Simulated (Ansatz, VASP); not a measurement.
SiF2: VASP beside Ansatz

```xyz
3
Lattice="0.0000 2.7201 2.7201 2.7201 0.0000 2.7201 2.7201 2.7201 0.0000" Properties=species:S:1:pos:R:3 pbc="T T T"
Si    0.0000    0.0000    0.0000
F     1.3600    1.3600    1.3600
F     4.0801    4.0801    4.0801
```

Alike in both runs: functional PBE; k mesh 8 × 8 × 8; occupations gaussian, width 0.02 eV; no spin polarisation.

Ansatz relaxed the structure, and its values are those at the end. VASP's run is a single point on that final structure, the one shown.

```csv
,VASP,Ansatz
version,VASP 6.6.1,Ansatz 0.2.0
potentials or method,"VASP PAW PBE potentials, release 64 (Si, F), cutoff 520 eV","scalar-relativistic, plane waves, PAW"
valence electrons in the cell,18,18
```

Ansatz gave:

| Quantity | Value |
| --- | --- |
| gap on the k mesh at the Fermi level (eV) | 3.00 |
| pressure (GPa) | 0.0 |

Q: Which values does VASP return?

A: gap on the k mesh at the Fermi level (eV): 2.99; pressure (GPa): -0.3.

Ansatz's warnings: force scf threshold loose, stress scf threshold loose.
